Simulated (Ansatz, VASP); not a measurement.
# Ti3Al: VASP beside Ansatz

INCAR

```
ALGO = Fast
EDIFF = 1E-6
ENCUT = 520
ISIF = 2
ISMEAR = 0
LASPH = True
LCHARG = False
LREAL = False
LWAVE = False
NBANDS = 28
NELM = 100
PREC = Accurate
SIGMA = 0.15
```

KPOINTS

```
k-points
0
Gamma
  15 15 6
```

File POSCAR:

```
Ti3Al
1.0
    2.8609400907      0.0000000000      0.0000000000
   -1.4304700453      2.4776467973      0.0000000000
    0.0000000000      0.0000000000      9.0513401041
Ti Al
3 1
Direct
    0.4749742671      0.2267806155      0.0000000000
    0.3997432953      0.7035808164      0.7515223620
    0.3997432953      0.7035808164      0.2484776380
    0.7711102587      0.3913885750      0.5000000000
```

Input for Ansatz:

```yaml
crystal:
  lattice:
    - [2.8609400907, 0.0, 0.0]
    - [-1.4304700453, 2.4776467973, 0.0]
    - [0.0, 0.0, 9.0513401041]
  atoms:
    - { symbol: Ti, position: [0.4749742671, 0.2267806155, 0.0] }
    - { symbol: Ti, position: [0.3997432953, 0.7035808164, 0.751522362] }
    - { symbol: Ti, position: [0.3997432953, 0.7035808164, 0.248477638] }
    - { symbol: Al, position: [0.7711102587, 0.391388575, 0.5] }
basis:
  ecutwfc: 520.0
kpoints:
  mp_grid: { grid: [15, 15, 6] }
hamiltonian:
  xc: lda
  pseudopotentials: { kind: paw, azcp: { folder: soft_1 } }
scf:
  occupations: { method: gaussian, width: 0.15 }
output:
  forces: true
  stress: true
  eigenvalues: true
```

Change from the starting cell: mode 4 frozen in at -0.396 Å and mode 5 at -0.264 Å (largest displacements).

Alike in both runs: task single point; functional LDA; k mesh 15 × 15 × 6; occupations gaussian, width 0.15 eV; no spin polarisation.

|  | VASP | Ansatz |
| --- | --- | --- |
| version | VASP 6.6.1 | Ansatz 0.2.0 |
| potentials or method | VASP PAW LDA potentials, release 64 (Ti_sv, Al), cutoff 520 eV | scalar-relativistic, plane waves, PAW |
| valence electrons in the cell | 39 | 39 |

```csv
,VASP,Ansatz,Ansatz less VASP
gap on the k mesh at the Fermi level (eV),none,none,-
pressure (GPa),-1.0,-1.0,-0.02
"traceless stress, the component that is largest in VASP (GPa)",1.82,1.74,-0.077
rms of the force components (eV/Å),0.101,0.103,+0.0017
```

Ansatz warns that its potentials were made for another functional, while VASP's fit it. LDA's correlation is that of Perdew and Zunger in VASP and of Perdew and Wang (1992) in Ansatz. Atom by atom the forces differ by 0.003 eV/Å (rms over components). A gap of «none» marks a metal or a gap that the smearing closes.
